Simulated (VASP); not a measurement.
# AlN (P6_3mc) in VASP: a series of runs

AlN is run at these levels: r2SCAN; tasks: single point.

Everything below comes from runs of VASP 6.6.1. Logs are shortened: lines on timing, memory, paths and dates and some standing lists are left out, and cuts for length are marked.

## 1. The cell of the first run

The structure is hexagonal, space group P6_3mc (No. 186). Conventional cell: a = 3.200 Å, b = 3.200 Å, c = 5.128 Å, α = 90.00°, β = 90.00°, γ = 120.00°. Within 2.6 Å of Al (site symmetry 3m) lie 4 N at 1.95 Å. Within 2.6 Å of N (site symmetry 3m) lie 4 Al at 1.95 Å.

## 2. Single point, r2SCAN

The input, POSCAR:

```
AlN
1.0
    3.1998979654      0.0000000000      0.0000000000
   -1.5999489827      2.7711929276      0.0000000000
    0.0000000000      0.0000000000      5.1279311466
Al N
2 2
Direct
    0.6666666667      0.3333333333      0.4995107779
    0.3333333333      0.6666666667      0.9995107779
    0.6666666667      0.3333333333      0.8804892221
    0.3333333333      0.6666666667      0.3804892221
```

The input, INCAR.step1:

```
SYSTEM = AlN
PREC     = Accurate       ! precision mode
ENCUT    = 520            ! plane-wave cutoff, eV
ISMEAR   = 0              ! smearing method
SIGMA    = 0.02           ! smearing width, eV
LREAL    = .FALSE.        ! projectors in reciprocal space
LASPH    = .TRUE.         ! aspherical terms in the spheres
NELM     = 60             ! most SCF steps
NBANDS   = 16             ! bands
GGA      = PE             ! functional
ALGO     = Normal         ! electronic algorithm
EDIFF    = 1E-4           ! SCF threshold, eV
LWAVE    = .TRUE.         ! write WAVECAR
LCHARG   = .FALSE.        ! write CHGCAR
```

The input, INCAR.step2:

```
SYSTEM = AlN
PREC     = Accurate       ! precision mode
ENCUT    = 520            ! plane-wave cutoff, eV
EDIFF    = 1E-6           ! SCF threshold, eV
ISMEAR   = 0              ! smearing method
SIGMA    = 0.02           ! smearing width, eV
LREAL    = .FALSE.        ! projectors in reciprocal space
LASPH    = .TRUE.         ! aspherical terms in the spheres
NELM     = 60             ! most SCF steps
ALGO     = Normal         ! electronic algorithm
ISIF     = 2              ! what is computed and relaxed
LWAVE    = .FALSE.        ! write WAVECAR
LCHARG   = .FALSE.        ! write CHGCAR
METAGGA  = R2SCAN         ! meta-GGA
LMIXTAU  = .TRUE.       
NBANDS   = 16             ! bands
ISTART   = 1
```

The input, KPOINTS:

```
Automatic mesh
0
G
  12 12 6
  0 0 0
```

Potentials or basis: VASP PAW PBE potentials, release 64 (Al, N).

The run is started by

```sh
$ cat potpaw_PBE.64/Al/POTCAR potpaw_PBE.64/N/POTCAR > POTCAR
$ cp INCAR.step1 INCAR
$ mpirun -np 1 vasp_std > vasp.out
$ cp INCAR.step2 INCAR
$ mpirun -np 1 vasp_std > vasp.out
```

OUTCAR:

```text
SYSTEM = AlN
   PREC = Accurate
   ENCUT = 520
   EDIFF = 1E-6
   ISMEAR = 0
   LREAL = .FALSE.
   LASPH = .TRUE.
   NELM = 60
   ISIF = 2
   METAGGA = R2SCAN
   ISTART = 1

 ion  position               nearest neighbor table
   1  0.667  0.333  0.500-   4 1.95   4 1.95   4 1.95   3 1.95   2 3.16   2 3.16   2 3.16   2 3.16
                             2 3.16   2 3.16
   2  0.333  0.667  1.000-   3 1.95   3 1.95   3 1.95   4 1.95   1 3.16   1 3.16   1 3.16   1 3.16
                             1 3.16   1 3.16
   3  0.667  0.333  0.880-   2 1.95   2 1.95   2 1.95   1 1.95
   4  0.333  0.667  0.380-   1 1.95   1 1.95   1 1.95   2 1.95

  LATTYP: Found a hexagonal cell.
 ALAT       =     3.1998979654
 C/A-ratio  =     1.6025295813

  Lattice vectors:

 A1 = (   3.1998979654,   0.0000000000,   0.0000000000)
 A2 = (  -1.5999489827,   2.7711929276,   0.0000000000)
 A3 = (   0.0000000000,   0.0000000000,   5.1279311466)

Analysis of symmetry for initial positions (statically):
=====================================================================
 Subroutine PRICEL returns:
 Original cell was already a primitive cell.

 Routine SETGRP: Setting up the symmetry group for a
 hexagonal supercell.

 Subroutine GETGRP returns: Found 12 space group operations
 (whereof  6 operations were pure point group operations)
 out of a pool of 24 trial point group operations.

The static configuration has the point symmetry C_3v.
 The point group associated with its full space group is C_6v.

Analysis of symmetry for dynamics (positions and initial velocities):
=====================================================================
 Subroutine PRICEL returns:
 Original cell was already a primitive cell.

 Routine SETGRP: Setting up the symmetry group for a
 hexagonal supercell.

 Subroutine GETGRP returns: Found 12 space group operations
 (whereof  6 operations were pure point group operations)
 out of a pool of 24 trial point group operations.

The dynamic configuration has the point symmetry C_3v.
 The point group associated with its full space group is C_6v.

 Subroutine INISYM returns: Found 12 space group operations
 (whereof  6 operations are pure point group operations),
 and found     1 'primitive' translations

----------------------------------------------------------------------------------------

                                     Primitive cell

  volume of cell :      45.4721

  direct lattice vectors                    reciprocal lattice vectors
     3.199897965  0.000000000  0.000000000     0.312509965  0.180427712  0.000000000
    -1.599948983  2.771192928  0.000000000     0.000000000  0.360855424  0.000000000
     0.000000000  0.000000000  5.127931147     0.000000000  0.000000000  0.195010419

  length of vectors
     3.199897965  3.199897965  5.127931147     0.360855424  0.360855424  0.195010419

  position of ions in fractional coordinates (direct lattice)
     0.666666667  0.333333333  0.499510778
     0.333333333  0.666666667  0.999510778
     0.666666667  0.333333333  0.880489222
     0.333333333  0.666666667  0.380489222

  ion indices of the primitive-cell ions
   primitive index   ion index
                 1           1
                 2           2
                 3           3
                 4           4

----------------------------------------------------------------------------------------

 KPOINTS: Automatic mesh

Automatic generation of k-mesh.
 Grid dimensions read from file:
 generate k-points for:   12   12    6

 Generating k-lattice:

  Cartesian coordinates                     Fractional coordinates (reciprocal lattice)
     0.026042497  0.015035643  0.000000000     0.083333333  0.000000000  0.000000000
     0.000000000  0.030071285  0.000000000     0.000000000  0.083333333  0.000000000
     0.000000000  0.000000000  0.032501736     0.000000000  0.000000000  0.166666667

  Length of vectors
     0.030071285  0.030071285  0.032501736

  Shift w.r.t. Gamma in fractional coordinates (k-lattice)
     0.000000000  0.000000000  0.000000000

 Subroutine IBZKPT returns following result:
 ===========================================

 Found     76 irreducible k-points:

 Following reciprocal coordinates:
            Coordinates               Weight
  0.000000  0.000000  0.000000      1.000000
  0.083333  0.000000  0.000000      6.000000
  0.166667  0.000000  0.000000      6.000000
  0.250000  0.000000  0.000000      6.000000
  0.333333  0.000000  0.000000      6.000000
  0.416667  0.000000  0.000000      6.000000
[... 16 lines left out ...]
  0.250000  0.000000  0.166667     12.000000
  0.333333  0.000000  0.166667     12.000000
 [... further k-points ...]
   k-points           NKPTS =     76   k-points in BZ     NKDIM =     76   number of bands    NBANDS=     16
   number of dos      NEDOS =    301   number of ions     NIONS =      4
   total plane-waves  NPLWV =  23040
   dimension x,y,z NGX =    24 NGY =   24 NGZ =   40
   dimension x,y,z NGXF=    48 NGYF=   48 NGZF=   80
   ions per type =               2   2
   NGX,Y,Z   is equivalent  to a cutoff of  12.47, 12.47, 12.97 a.u.
   NGXF,Y,Z  is equivalent  to a cutoff of  24.94, 24.94, 25.94 a.u.
 SYSTEM =  AlN
   PREC   = accura    normal or accurate (medium, high low for compatibility)
   ISTART =      1    job   : 0-new  1-cont  2-samecut
   ICHARG =      0    charge: 1-file 2-atom 10-const
   ISPIN  =      1    spin polarized calculation?
   LNONCOLLINEAR =      F non collinear calculations
   LSORBIT =      F    spin-orbit coupling
   LASPH  =      T    aspherical Exc in radial PAW
   ENCUT  =  520.0 eV  38.22 Ry    6.18 a.u.   5.95  5.95  9.53*2*pi/ulx,y,z
   NELM   =     60;   NELMIN=  2; NELMDL=  0     # of ELM steps
   EDIFF  = 0.1E-05   stopping-criterion for ELM
   LREAL  =      F    real-space projection
   EDIFFG = 0.1E-04   stopping-criterion for IOM
   NSW    =      0    number of steps for IOM
   IBRION =     -1    ionic relax: 0-MD 1-quasi-New 2-CG
   NFREE  =      0    steps in history (QN), initial steepest desc. (CG)
   ISIF   =      2    stress and relaxation
   ISYM   =      2    0-nonsym 1-usesym 2-fastsym
   POTIM  = 0.5000    time-step for ionic-motion
   TEBEG  =    0.0;   TEEND  =   0.0 temperature during run
   PSTRESS=    0.0 pullay stress
   NELECT =      16.0000    total number of electrons
   NUPDOWN=      -1.0000    fix difference up-down
   EMIN   =  10.00;   EMAX   =-10.00  energy-range for DOS
   EFERMI =   0.00;   METHOD = LEGACY
   ISMEAR =     0;   SIGMA  =   0.02  broadening in eV -4-tet -1-fermi 0-gaus
   EFERMI_NEDOS =   21; number of points for ismear=-14 and -15
   IALGO  =     38    algorithm
   IMIX   =      4    mixing-type and parameters
     AMIX     =   0.40;   BMIX     =  1.00
     AMIX_MAG =   1.60;   BMIX_MAG =  1.00
  volume/ion in A,a.u.               =      11.37        76.72
  Fermi-wavevector in a.u.,A,eV,Ry     =   1.155757  2.184064 18.174306  1.335774
  Thomas-Fermi vector in A             =   2.292383
   LORBIT       =      0    0 simple, 1 ext, 2 COOP (PROOUT), +10 PAW based schemes
   METAGGA = R2SCAN    functional components
   LHFCALC =     F    Hartree Fock is set to
   AEXX    =    0.0000 exact exchange contribution
   IVDW    =     0    specifies the selected vdW correction
   LEPSILON=     F    determine dielectric tensor
   LRPA    =     F    only Hartree local field effects (RPA)
 non-spin polarized calculation
 Gauss-broadening in eV      SIGMA  =   0.02
  energy-cutoff  :      520.00
  volume of cell :       45.47
 maximum number of plane-waves:      1242
 NGX is ok and might be reduce to    24
   NGX = 11   NGY = 11   NGZ = 19

 number of electron      16.0000004 magnetization

 Free energy of the ion-electron system (eV)
  ---------------------------------------------------
  ext. energy  EPLUGINS =         0.00000000
  ---------------------------------------------------
  free energy    TOTEN  =       -38.24629470 eV

  energy without entropy =      -38.24629470  energy(sigma->0) =      -38.24629470

 E-fermi :   5.1968     XC(G=0): -11.0202

 val. band max:        5.0933720995   @ k =   0.0000   0.0000   0.0000
 cond. band min:       9.2208165748   @ k =   0.0000   0.0000   0.0000
 fundamental gap:      4.1274444753
 Fermi energy:         5.1967687501

 k-point     1 :       0.0000    0.0000    0.0000
  band No.  band energies     occupation
      1     -10.3586      2.00000
      2      -8.4980      2.00000
      3      -0.5779      2.00000
      4       4.2656      2.00000
      5       4.2656      2.00000
      6       4.9047      2.00000
[... 8 lines left out ...]
     15      18.3669      0.00000
     16      18.3669      0.00000

 k-point     2 :       0.0833    0.0000    0.0000
  band No.  band energies     occupation
      1     -10.2785      2.00000
      2      -8.4539      2.00000
      3      -0.4776      2.00000
      4       3.8748      2.00000
      5       4.1559      2.00000
      6       4.4922      2.00000
[... 8 lines left out ...]
     15      18.3866      0.00000
     16      18.4499      0.00000

 k-point     3 :       0.1667    0.0000    0.0000
  band No.  band energies     occupation
      1     -10.0464      2.00000
      2      -8.3344      2.00000
      3      -0.1827      2.00000
      4       2.9178      2.00000
      5       3.6305      2.00000
      6       3.8951      2.00000
[... 8 lines left out ...]
     15      17.7386      0.00000
     16      18.1772      0.00000

 k-point     4 :       0.2500    0.0000    0.0000
  band No.  band energies     occupation
      1      -9.6888      2.00000
      2      -8.1780      2.00000
      3       0.2869      2.00000
      4       1.8039      2.00000
      5       2.6984      2.00000
      6       3.5928      2.00000
[... 8 lines left out ...]
     15      17.3191      0.00000
     16      18.6387      0.00000

 k-point     5 :       0.3333    0.0000    0.0000
  band No.  band energies     occupation
      1      -9.2575      2.00000
      2      -8.0489      2.00000
      3       0.7712      2.00000
      4       0.9412      2.00000
      5       1.8808      2.00000
      6       3.3287      2.00000
[... 8 lines left out ...]
     15      17.3497      0.00000
     16      19.6996      0.00000

 k-point     6 :       0.4167    0.0000    0.0000
  band No.  band energies     occupation
      1      -8.8475      2.00000
      2      -8.0137      2.00000
      3       0.1474      2.00000
      4       1.2781      2.00000
      5       1.5745      2.00000
      6       3.1524      2.00000
[... 8 lines left out ...]
     15      17.9856      0.00000
     16      20.3837      0.00000
[... 267 lines left out ...]
 k-point    21 :       0.0833    0.0000    0.1667
  band No.  band energies     occupation
      1     -10.1836      2.00000
      2      -8.6182      2.00000
      3      -0.1623      2.00000
      4       3.9172      2.00000
      5       4.1630      2.00000
      6       4.2014      2.00000
[... 8 lines left out ...]
     15      17.9638      0.00000
     16      18.1312      0.00000

 k-point    22 :       0.1667    0.0000    0.1667
  band No.  band energies     occupation
      1      -9.9555      2.00000
      2      -8.4843      2.00000
      3       0.0804      2.00000
      4       2.9748      2.00000
      5       3.4090      2.00000
      6       3.9504      2.00000
[... 8 lines left out ...]
     15      17.7949      0.00000
     16      18.2461      0.00000

 k-point    23 :       0.2500    0.0000    0.1667
  band No.  band energies     occupation
      1      -9.6053      2.00000
      2      -8.3035      2.00000
      3       0.4025      2.00000
      4       1.9492      2.00000
      5       2.5430      2.00000
      6       3.6567      2.00000
[... 8 lines left out ...]
     15      17.6441      0.00000
     16      18.6836      0.00000

 k-point    24 :       0.3333    0.0000    0.1667
  band No.  band energies     occupation
      1      -9.1859      2.00000
      2      -8.1408      2.00000
      3       0.4223      2.00000
      4       1.3145      2.00000
      5       1.9150      2.00000
      6       3.3986      2.00000
[... 8 lines left out ...]
     15      17.6837      0.00000
     16      19.5962      0.00000

 [... further k-points ...]
[... 5 lines left out ...]
  --------------------------------------------------------------------------------------
  -------------------------------------------------------------------------------------
  Total       -4.7077949     -4.7077949     -4.3316396      0.0000000      0.0000000      0.0000000
  in kB     -165.8758040   -165.8758040   -152.6222407      0.0000000      0.0000000      0.0000000
  external PRESSURE =    -161.4579496 kB  Pullay stress =       0.0000000 kB

 VOLUME and BASIS-vectors are now :
 -----------------------------------------------------------------------------
  energy-cutoff  :      520.00
  volume of cell :       45.47
      direct lattice vectors                 reciprocal lattice vectors
     3.199897965  0.000000000  0.000000000     0.312509965  0.180427712  0.000000000
    -1.599948983  2.771192928  0.000000000     0.000000000  0.360855424  0.000000000
     0.000000000  0.000000000  5.127931147     0.000000000  0.000000000  0.195010419

 POSITION                                       TOTAL-FORCE (eV/Angst)
 -----------------------------------------------------------------------------------
      1.59995      0.92373      2.56146         0.000000     -0.000000     -0.002350
     -0.00000      1.84746      5.12542         0.000000     -0.000000     -0.002350
      1.59995      0.92373      4.51509        -0.000000      0.000000      0.002350
     -0.00000      1.84746      1.95112        -0.000000     -0.000000      0.002350
 -----------------------------------------------------------------------------------
    total drift:                                0.000000      0.000000     -0.024918

  FREE ENERGIE OF THE ION-ELECTRON SYSTEM (eV)
  ---------------------------------------------------
  free  energy   TOTEN  =       -38.2462947044 eV

  energy  without entropy=      -38.2462947044  energy(sigma->0) =      -38.24629470
```

It took 2.8 min on 1 thread of Intel Xeon Platinum 8488C (Sapphire Rapids), shared host; peak memory 0.19 GiB.

Results:

```
Free energy            : -38.2463 eV
Pressure               : -16.1 GPa
Band gap on the k mesh : 4.13 eV, direct
```

Forces in eV/Å, atoms in the order of the input:
```
Al   0.000  0.000 -0.002
Al   0.000  0.000 -0.002
N    0.000  0.000  0.002
N    0.000  0.000  0.002
```

Stress tensor (GPa, compression positive):
```
-16.59   0.00   0.00
  0.00 -16.59   0.00
  0.00   0.00 -15.26
```

Caveat: the PAW data sets were made with another functional, which shifts forces and pressure a little. r2SCAN opens gaps a little over a GGA but as a rule still falls short of measured ones.

## 3. Single point, r2SCAN (equal strain along all axes, cell held: +4.5 %, then relaxed in part)

The input, POSCAR:

```
AlN
1.0
    3.2464984212      0.0000000000      0.0000000000
   -1.6232492106      2.8115501061      0.0000000000
    0.0000000000      0.0000000000      5.2026097555
Al N
2 2
Direct
    0.6666666667      0.3333333333      0.4996948492
    0.3333333333      0.6666666667      0.9996948492
    0.6666666667      0.3333333333      0.8803051508
    0.3333333333      0.6666666667      0.3803051508
```

The input, INCAR.step1:

```
PREC = Accurate
ENCUT = 520
ISMEAR = 0
SIGMA = 0.02
LREAL = False
LASPH = True
NELM = 100
NBANDS = 16
GGA = PE
ALGO = Normal
EDIFF = 1E-4
LWAVE = True
LCHARG = False
```

The input, INCAR.step2:

```
PREC = Accurate
ENCUT = 520
EDIFF = 1E-7
ISMEAR = 0
SIGMA = 0.02
LREAL = False
LASPH = True
NELM = 100
ALGO = Normal
ISIF = 2
LWAVE = False
LCHARG = True
METAGGA = R2SCAN
LMIXTAU = True
LELF = True
LVHAR = True
NBANDS = 16
ISTART = 1
```

The input, KPOINTS:

```
regular mesh
0
Gamma
  12 12 6
```

Potentials or basis: VASP PAW PBE potentials, release 64 (Al, N).

The run is started by

```sh
$ cat potpaw_PBE.64/Al/POTCAR potpaw_PBE.64/N/POTCAR > POTCAR
$ cp INCAR.step1 INCAR
$ mpirun -np 1 vasp_std > vasp.out
$ cp INCAR.step2 INCAR
$ mpirun -np 1 vasp_std > vasp.out
```

Run time: 2.9 min. Hardware: 1 thread of Intel Xeon Platinum 8488C (Sapphire Rapids), shared host; peak memory 0.19 GiB.

The run converged. Its results:

- Free energy: -38.0063 eV
- Pressure: -21.9 GPa
- Band gap on the k mesh: 3.76 eV, direct

Stress tensor (GPa, compression positive):
```
-22.51   0.00   0.00
  0.00 -22.51   0.00
  0.00   0.00 -20.80
```

Levels at points of the mesh, in eV from the valence-band top:
| k point | band 5 | band 6 | band 7 | band 8 | band 9 | band 10 | band 11 | band 12 |
| --- | --- | --- | --- | --- | --- | --- | --- | --- |
| (0.00, 0.00, 0.00) | -0.80 | -0.17 | -0.17 | 0.00 | 3.76 | 6.38 | 10.52 | 11.08 |
| (0.50, 0.00, 0.00) | -3.08 | -1.94 | -1.58 | -0.65 | 6.08 | 6.13 | 7.89 | 10.27 |
| (0.00, 0.00, 0.50) | -0.49 | -0.49 | -0.49 | -0.49 | 6.09 | 6.09 | 10.22 | 10.22 |
| (0.50, 0.00, 0.50) | -1.36 | -1.36 | -1.27 | -1.27 | 5.52 | 5.52 | 9.30 | 9.30 |

Caveat: the cell differs from its parent crystal (equal strain along all axes, cell held: +4.5 %, then relaxed in part); the PAW data sets were made with another functional, which shifts forces and pressure a little.
